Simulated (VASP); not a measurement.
Here is a VASP 6.6.1 calculation.

The input INCAR:

```
SYSTEM = CdTe
PREC = Accurate
ENCUT = 520
EDIFF = 1E-6
ISMEAR = 0
SIGMA = 0.01
LREAL = .False.
LASPH = .True.
NELM = 60
ALGO = Normal
ISIF = 2
LWAVE = .False.
LCHARG = .False.
GGA = PS
NBANDS = 16
```

File KPOINTS:

```
Automatic mesh
0
Gamma
  6 6 6
  0 0 0
```

Contents of POSCAR:

```
CdTe
1.0
    3.1798105482      3.1798105482      0.0000000000
   -3.1798105482      3.1798105482      0.0000000000
    0.0000000000      3.1798105482      3.2836410967
Cd Te
1 1
Direct
    0.0000000000      0.0000000000      0.0000000000
    0.7500000000      0.2500000000      0.5000000000
```

Potentials or basis: VASP PAW PBE potentials, release 64 (Cd, Te).

Run with:

```console
$ cat potpaw_PBE.64/Cd/POTCAR potpaw_PBE.64/Te/POTCAR > POTCAR
$ mpirun -np 1 vasp_std > vasp.out
```

Task: Estimate the band gap on the k mesh.

Result: 0.69 eV, direct.

Task: Predict the pressure.

Result: 1.4 GPa.

Stress tensor (GPa, compression positive):
```
1.62 0.00 0.00
0.00 1.62 0.00
0.00 0.00 1.07
```

Caveat: the cell differs from its parent crystal (in-plane strain -0.02); the PAW data sets were made with another functional, which shifts forces and pressure a little; spin-orbit coupling is left out, which moves the levels of the heavy elements.
